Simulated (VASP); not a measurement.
# AlSb2Br2 (P-3m1) in VASP: a series of runs

AlSb2Br2 is run at these levels: PBE; tasks: single point, relaxation of cell and atoms.

Everything below comes from runs of VASP 6.6.1. Logs are shortened: lines on timing, memory, paths and dates and some standing lists are left out, and cuts for length are marked.

### Step 1. The cell of the first run

Symmetry: P-3m1, No. 164, trigonal system. Conventional cell: a = 4.071 Å, b = 4.071 Å, c = 13.306 Å, α = 90.00°, β = 90.00°, γ = 120.00°. Within 3.6 Å of Al (site symmetry -3m) lie 6 Br at 2.76 Å. Within 3.8 Å of Sb (site symmetry 3m) lie 3 Sb at 2.87 Å. Br (site symmetry 3m) has 3 Al at 2.76 Å and 3 Br at 3.74 Å within 3.8 Å.

### Step 2. Single point, PBE

INCAR reads:

```
SYSTEM = AlSb2Br2
PREC     = Accurate       ! precision mode
ENCUT    = 520            ! plane-wave cutoff, eV
EDIFF    = 1E-6           ! SCF threshold, eV
ISMEAR   = 0              ! smearing method
SIGMA    = 0.1            ! smearing width, eV
LREAL    = .False.        ! projectors in reciprocal space
LASPH    = .True.         ! aspherical terms in the spheres
NELM     = 80             ! most SCF steps
ALGO     = Normal         ! electronic algorithm
ISIF     = 2              ! what is computed and relaxed
LWAVE    = .False.        ! write WAVECAR
LCHARG   = .False.        ! write CHGCAR
GGA      = PE             ! functional
NBANDS   = 22             ! bands
```

KPOINTS reads:

```
Automatic mesh
0
Gamma
  12 12 4
  0 0 0
```

POSCAR reads:

```
AlSb2Br2
1.0
    4.0714031288      0.0000000000      0.0000000000
   -2.0357015644      3.5259385386      0.0000000000
    0.0000000000      0.0000000000     13.3060132833
Al Sb Br
1 2 2
Direct
    0.0000000000      0.0000000000      0.0000000000
    0.3333333333      0.6666666667      0.5621215226
    0.6666666667      0.3333333333      0.4378784774
    0.3333333333      0.6666666667      0.1094041593
    0.6666666667      0.3333333333      0.8905958407
```

Potentials or basis: VASP PAW PBE potentials, release 64 (Al, Sb, Br).

Launch:

```bash
$ cat potpaw_PBE.64/Al/POTCAR potpaw_PBE.64/Sb/POTCAR potpaw_PBE.64/Br/POTCAR > POTCAR
$ mpirun -np 1 vasp_std > vasp.out
```

OUTCAR:

```text
SYSTEM = AlSb2Br2
   PREC = Accurate
   ENCUT = 520
   EDIFF = 1E-6
   ISMEAR = 0
   LREAL = .False.
   LASPH = .True.
   NELM = 80
   ISIF = 2
   GGA = PE

 ion  position               nearest neighbor table
   1  0.000  0.000  0.000-   4 2.76   5 2.76   5 2.76   4 2.76   5 2.76   4 2.76
   2  0.333  0.667  0.562-   3 2.87   3 2.87   3 2.87
   3  0.667  0.333  0.438-   2 2.87   2 2.87   2 2.87
   4  0.333  0.667  0.109-   1 2.76   1 2.76   1 2.76
   5  0.667  0.333  0.891-   1 2.76   1 2.76   1 2.76

  LATTYP: Found a hexagonal cell.
 ALAT       =     4.0714031288
 C/A-ratio  =     3.2681640364

  Lattice vectors:

 A1 = (   4.0714031288,   0.0000000000,   0.0000000000)
 A2 = (  -2.0357015644,   3.5259385386,   0.0000000000)
 A3 = (   0.0000000000,   0.0000000000,  13.3060132833)

Analysis of symmetry for initial positions (statically):
=====================================================================
 Subroutine PRICEL returns:
 Original cell was already a primitive cell.

 Routine SETGRP: Setting up the symmetry group for a
 hexagonal supercell.

 Subroutine GETGRP returns: Found 12 space group operations
 (whereof 12 operations were pure point group operations)
 out of a pool of 24 trial point group operations.

The static configuration has the point symmetry D_3d.

Analysis of symmetry for dynamics (positions and initial velocities):
=====================================================================
 Subroutine PRICEL returns:
 Original cell was already a primitive cell.

 Routine SETGRP: Setting up the symmetry group for a
 hexagonal supercell.

 Subroutine GETGRP returns: Found 12 space group operations
 (whereof 12 operations were pure point group operations)
 out of a pool of 24 trial point group operations.

The dynamic configuration has the point symmetry D_3d.

 Subroutine INISYM returns: Found 12 space group operations
 (whereof 12 operations are pure point group operations),
 and found     1 'primitive' translations

----------------------------------------------------------------------------------------

                                     Primitive cell

  volume of cell :     191.0147

  direct lattice vectors                    reciprocal lattice vectors
     4.071403129  0.000000000  0.000000000     0.245615570  0.141806215  0.000000000
    -2.035701564  3.525938539  0.000000000     0.000000000  0.283612431  0.000000000
     0.000000000  0.000000000 13.306013283     0.000000000  0.000000000  0.075153991

  length of vectors
     4.071403129  4.071403129 13.306013283     0.283612431  0.283612431  0.075153991

  position of ions in fractional coordinates (direct lattice)
     0.000000000  0.000000000  0.000000000
     0.333333333  0.666666667  0.562121523
     0.666666667  0.333333333  0.437878477
     0.333333333  0.666666667  0.109404159
     0.666666667  0.333333333  0.890595841

  ion indices of the primitive-cell ions
   primitive index   ion index
                 1           1
                 2           2
                 3           3
                 4           4
                 5           5

----------------------------------------------------------------------------------------

 KPOINTS: Automatic mesh

Automatic generation of k-mesh.
 Grid dimensions read from file:
 generate k-points for:   12   12    4

 Generating k-lattice:

  Cartesian coordinates                     Fractional coordinates (reciprocal lattice)
     0.020467964  0.011817185  0.000000000     0.083333333  0.000000000  0.000000000
     0.000000000  0.023634369  0.000000000     0.000000000  0.083333333  0.000000000
     0.000000000  0.000000000  0.018788498     0.000000000  0.000000000  0.250000000

  Length of vectors
     0.023634369  0.023634369  0.018788498

  Shift w.r.t. Gamma in fractional coordinates (k-lattice)
     0.000000000  0.000000000  0.000000000

 Subroutine IBZKPT returns following result:
 ===========================================

 Found     69 irreducible k-points:

 Following reciprocal coordinates:
            Coordinates               Weight
  0.000000  0.000000  0.000000      1.000000
  0.083333  0.000000  0.000000      6.000000
  0.166667  0.000000  0.000000      6.000000
  0.250000  0.000000  0.000000      6.000000
  0.333333 -0.000000  0.000000      6.000000
  0.416667  0.000000  0.000000      6.000000
[... 16 lines left out ...]
  0.166667  0.000000  0.250000      6.000000
  0.000000  0.166667  0.250000      6.000000
 [... further k-points ...]
   k-points           NKPTS =     69   k-points in BZ     NKDIM =     69   number of bands    NBANDS=     22
   number of dos      NEDOS =    301   number of ions     NIONS =      5
   total plane-waves  NPLWV =  90000
   dimension x,y,z NGX =    30 NGY =   30 NGZ =  100
   dimension x,y,z NGXF=    60 NGYF=   60 NGZF=  200
   ions per type =               1   2   2
   NGX,Y,Z   is equivalent  to a cutoff of  12.25, 12.25, 12.49 a.u.
   NGXF,Y,Z  is equivalent  to a cutoff of  24.50, 24.50, 24.99 a.u.
 SYSTEM =  AlSb2Br2
   PREC   = accura    normal or accurate (medium, high low for compatibility)
   ISTART =      0    job   : 0-new  1-cont  2-samecut
   ICHARG =      2    charge: 1-file 2-atom 10-const
   ISPIN  =      1    spin polarized calculation?
   LNONCOLLINEAR =      F non collinear calculations
   LSORBIT =      F    spin-orbit coupling
   LASPH  =      T    aspherical Exc in radial PAW
   ENCUT  =  520.0 eV  38.22 Ry    6.18 a.u.   7.57  7.57 24.74*2*pi/ulx,y,z
   NELM   =     80;   NELMIN=  2; NELMDL= -5     # of ELM steps
   EDIFF  = 0.1E-05   stopping-criterion for ELM
   LREAL  =      F    real-space projection
   EDIFFG = 0.1E-04   stopping-criterion for IOM
   NSW    =      0    number of steps for IOM
   IBRION =     -1    ionic relax: 0-MD 1-quasi-New 2-CG
   NFREE  =      0    steps in history (QN), initial steepest desc. (CG)
   ISIF   =      2    stress and relaxation
   ISYM   =      2    0-nonsym 1-usesym 2-fastsym
   POTIM  = 0.5000    time-step for ionic-motion
   TEBEG  =    0.0;   TEEND  =   0.0 temperature during run
   PSTRESS=    0.0 pullay stress
   NELECT =      27.0000    total number of electrons
   NUPDOWN=      -1.0000    fix difference up-down
   EMIN   =  10.00;   EMAX   =-10.00  energy-range for DOS
   EFERMI =   0.00;   METHOD = LEGACY
   ISMEAR =     0;   SIGMA  =   0.10  broadening in eV -4-tet -1-fermi 0-gaus
   EFERMI_NEDOS =   21; number of points for ismear=-14 and -15
   IALGO  =     38    algorithm
   IMIX   =      4    mixing-type and parameters
     AMIX     =   0.40;   BMIX     =  1.00
     AMIX_MAG =   1.60;   BMIX_MAG =  1.00
  volume/ion in A,a.u.               =      38.20       257.81
  Fermi-wavevector in a.u.,A,eV,Ry     =   0.852787  1.611533  9.894774  0.727245
  Thomas-Fermi vector in A             =   1.969129
   LORBIT       =      0    0 simple, 1 ext, 2 COOP (PROOUT), +10 PAW based schemes
   GGA     = PE    functional components
   LHFCALC =     F    Hartree Fock is set to
   AEXX    =    0.0000 exact exchange contribution
   IVDW    =     0    specifies the selected vdW correction
   LEPSILON=     F    determine dielectric tensor
   LRPA    =     F    only Hartree local field effects (RPA)
 non-spin polarized calculation
 Gauss-broadening in eV      SIGMA  =   0.10
  energy-cutoff  :      520.00
  volume of cell :      191.01
 maximum number of plane-waves:      5181
   NGX = 15   NGY = 15   NGZ = 49

 number of electron      26.9999993 magnetization

 Free energy of the ion-electron system (eV)
  ---------------------------------------------------
  ext. energy  EPLUGINS =         0.00000000
  ---------------------------------------------------
  free energy    TOTEN  =       -16.83551495 eV

  energy without entropy =      -16.81772256  energy(sigma->0) =      -16.82661875

 E-fermi :   2.7241     XC(G=0):  -7.4608

 val. band max:        2.7142182749   @ k =   0.2500   0.0000   0.5000
 cond. band min:       2.7484667545   @ k =   0.2500   0.0833   0.0000
 fundamental gap:      0.0342484797
 Fermi energy:         2.7241334583

 k-point     1 :       0.0000    0.0000    0.0000
  band No.  band energies     occupation
      1     -13.9456      2.00000
      2     -13.3999      2.00000
      3      -9.1393      2.00000
      4      -4.1021      2.00000
      5      -3.6432      2.00000
      6      -1.1172      2.00000
[... 14 lines left out ...]
     21       7.5239      0.00000
     22       8.1997      0.00000

 k-point     2 :       0.0833    0.0000    0.0000
  band No.  band energies     occupation
      1     -13.9201      2.00000
      2     -13.3903      2.00000
      3      -9.0632      2.00000
      4      -4.0928      2.00000
      5      -3.6485      2.00000
      6      -1.4094      2.00000
[... 14 lines left out ...]
     21       7.5352      0.00000
     22       8.3520      0.00000

 k-point     3 :       0.1667    0.0000    0.0000
  band No.  band energies     occupation
      1     -13.8479      2.00000
      2     -13.3650      2.00000
      3      -8.8373      2.00000
      4      -4.0995      2.00000
      5      -3.6902      2.00000
      6      -1.9679      2.00000
[... 14 lines left out ...]
     21       7.4972      0.00000
     22       8.2431      0.00000
[... 476 lines left out ...]
 k-point    23 :       0.1667    0.0000    0.2500
  band No.  band energies     occupation
      1     -13.8479      2.00000
      2     -13.3650      2.00000
      3      -8.8373      2.00000
      4      -4.1044      2.00000
      5      -3.6833      2.00000
      6      -1.9709      2.00000
[... 14 lines left out ...]
     21       7.5124      0.00000
     22       8.2305      0.00000

 k-point    24 :       0.0000    0.1667    0.2500
  band No.  band energies     occupation
      1     -13.8479      2.00000
      2     -13.3650      2.00000
      3      -8.8373      2.00000
      4      -4.1038      2.00000
      5      -3.6846      2.00000
      6      -1.9663      2.00000
[... 14 lines left out ...]
     21       7.7146      0.00000
     22       8.0648      0.00000

 [... further k-points ...]

------------------------ aborting loop because EDIFF is reached ----------------------------------------

  FORCE on cell =-STRESS in cart. coord.  units (eV):
  Direction    XX          YY          ZZ          XY          YZ          ZX
  --------------------------------------------------------------------------------------
  -------------------------------------------------------------------------------------
  Total        0.0216757      0.0216757      0.1294248     -0.0000000     -0.0000000      0.0000000
  in kB        0.1818095      0.1818095      1.0855785     -0.0000000     -0.0000000      0.0000000
  external PRESSURE =       0.4830658 kB  Pullay stress =       0.0000000 kB

 VOLUME and BASIS-vectors are now :
 -----------------------------------------------------------------------------
  energy-cutoff  :      520.00
  volume of cell :      191.01
      direct lattice vectors                 reciprocal lattice vectors
     4.071403129  0.000000000  0.000000000     0.245615570  0.141806215  0.000000000
    -2.035701564  3.525938539  0.000000000     0.000000000  0.283612431  0.000000000
     0.000000000  0.000000000 13.306013283     0.000000000  0.000000000  0.075153991

 POSITION                                       TOTAL-FORCE (eV/Angst)
 -----------------------------------------------------------------------------------
      0.00000      0.00000      0.00000        -0.000000      0.000000      0.000000
     -0.00000      2.35063      7.47960        -0.000000     -0.000000      0.083950
      2.03570      1.17531      5.82642        -0.000000      0.000000     -0.083950
     -0.00000      2.35063      1.45573         0.000000      0.000000      0.000327
      2.03570      1.17531     11.85028        -0.000000      0.000000     -0.000327
 -----------------------------------------------------------------------------------
    total drift:                               -0.000000      0.000000     -0.000000

  FREE ENERGIE OF THE ION-ELECTRON SYSTEM (eV)
  ---------------------------------------------------
  free  energy   TOTEN  =       -16.8355149452 eV

  energy  without entropy=      -16.8177225607  energy(sigma->0) =      -16.82661875
```

Wall time 2.9 min (1 thread of Intel Xeon 6975P-C (Granite Rapids), shared host); peak memory 0.47 GiB.

Results:

* Free energy: -16.8355 eV
* Pressure: 0.0 GPa
* Largest force: 0.084 eV/Å
* Band gap on the k mesh: zero (an odd number of electrons rules out a gap without spin polarisation)

Forces on the atoms (eV/Å):
```
Al   0.000  0.000  0.000
Sb   0.000  0.000  0.084
Sb   0.000  0.000 -0.084
Br   0.000  0.000  0.000
Br   0.000  0.000  0.000
```

Caveat: spin-orbit coupling is left out, which moves the levels of the heavy elements; this functional lacks dispersion, which binds layers or chains, so the pressure and a relaxed spacing across them are unreliable; an odd number of electrons without spin polarisation forces a metal; a magnetic or distorted state may lie lower.

[end of part 1 of 2]

The gap in the log of VASP goes by the Fermi energy; the results here count the filled bands.